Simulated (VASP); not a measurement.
Runs of VASP 6.6.1 on Ge. The structure is that of space group Cmmm (No. 65), or close to it. The cells are those of the table. 

```csv
cell,gap on the mesh (eV),pressure (GPa)
"a = 2.864, b = 2.864, c = 2.739 Å, angles 90.0, 90.0, 123.5°, 1 atom",none,(b)
"a = 3.041, b = 3.041, c = 2.617 Å, angles 90.0, 90.0, 123.5°, 1 atom",none,-4.5
"a = 2.952, b = 2.952, c = 2.658 Å, angles 90.0, 90.0, 123.5°, 1 atom",none,-2.3
"a = 2.908, b = 2.908, c = 2.739 Å, angles 90.0, 90.0, 123.5°, 1 atom",none,-2.2
"a = 2.908, b = 2.908, c = 2.658 Å, angles 90.0, 90.0, 123.5°, 1 atom",none,(a)
```

Alike in all rows: task single point; level r2SCAN; potentials or basis VASP PAW PBE potentials, release 64 (Ge_d); no spin polarisation; k mesh 20 × 20 × 18; cutoff (eV) 520; smearing gaussian 0.15 eV.

**Question.** Estimate the missing entries.

**Answer.** (a) -0.3; (b) 0.1.

Caveats: the PAW data sets were made with another functional, which shifts forces and pressure a little; the stress differs along the axes, from -6 to 4 GPa (at least some runs); the stress differs along the axes, from -8 to 1 GPa (at least some runs); the stress differs along the axes, from -6 to 1 GPa (at least some runs).

A k mesh can miss the band edges, and the runs leave out spin-orbit coupling on Ge.

A gap of «none» marks levels without a gap at the run's occupations.
